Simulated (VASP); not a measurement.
Here is a VASP 6.6.1 calculation.

INCAR

```
PREC = Accurate ; ENCUT = 520
EDIFF = 1E-8 ; ISMEAR = 0
SIGMA = 0.01 ; LREAL = F
LASPH = T ; NELM = 100
ALGO = Normal ; ISIF = 2
LWAVE = F ; LCHARG = T
GGA = PE ; IBRION = 8
NSW = 1 ; LEPSILON = T
```

Contents of KPOINTS:

```
regular mesh
0
Gamma
  8 8 8
```

POSCAR

```
KF
1.0
    0.0000000000      2.7102548202      2.7102548202
    2.7102548202      0.0000000000      2.7102548202
    2.7102548202      2.7102548202      0.0000000000
K F
1 1
Direct
    0.5000000000      0.5000000000      0.5000000000
    0.0000000000      0.0000000000      0.0000000000
```

Potentials or basis: VASP PAW PBE potentials, release 64 (K_sv, F).

Command:

```console
$ cat potpaw_PBE.64/K_sv/POTCAR potpaw_PBE.64/F/POTCAR > POTCAR
$ mpirun -np 1 vasp_std > vasp.out
```

Question: Estimate the electronic dielectric tensor (diagonal).

Answer: 1.96.

Question: Estimate the Born charges (mean of the diagonal).

Answer: K +1.13; F -1.13 e.

Question: Predict the highest phonon frequency at Γ, LO-TO splitting left out.

Answer: 167 cm⁻¹.

Electronic dielectric tensor:
```
1.96 0.00 0.00
0.00 1.96 0.00
0.00 0.00 1.96
```
